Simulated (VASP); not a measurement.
Runs of VASP 6.6.1 on CsI. The structure is that of space group Pm-3m (No. 221), or close to it. The cells are those of the table. 

```csv
task,level,potentials or basis,cell,cutoff (eV),gap on the mesh (eV),pressure (GPa),relaxed volume (Å³/atom)
relaxation of cell and atoms,LDA,"VASP PAW LDA potentials, release 64 (Cs_sv, I)","relaxed from a = 4.567 Å, 2 atoms",500,3.78,0.0,42.83
single point,RPBE,"VASP PAW PBE potentials, release 64 (Cs_sv, I)","a = 4.866 Å, 2 atoms",500,(c),0.0,-
single point,PBE+D3(BJ),"VASP PAW PBE potentials, release 64 (Cs_sv, I)","a = 4.567 Å, 2 atoms",500,(b),0.0,-
relaxation of cell and atoms,r2SCAN+rVV10,"VASP PAW PBE potentials, release 64 (Cs_sv, I)","relaxed from a = 4.567 Å, 2 atoms",550,4.52,0.0,47.05
single point,r2SCAN+rVV10,"VASP PAW PBE potentials, release 64 (Cs_sv, I)","a = 4.536 Å, 2 atoms",550,4.51,(a),-
```

Alike in all rows: no spin polarisation; k mesh 6 × 6 × 6; smearing fermi-dirac 0.05 eV.

Task: Fill in the values left out.

Result: (a) 0.1; (b) 3.88; (c) 3.63.

Caveats: spin-orbit coupling is left out, which moves the levels of the heavy elements; the PAW data sets were made with another functional, which shifts forces and pressure a little (at least some runs).

A k mesh can miss the band edges, and the runs leave out spin-orbit coupling on Cs, I.
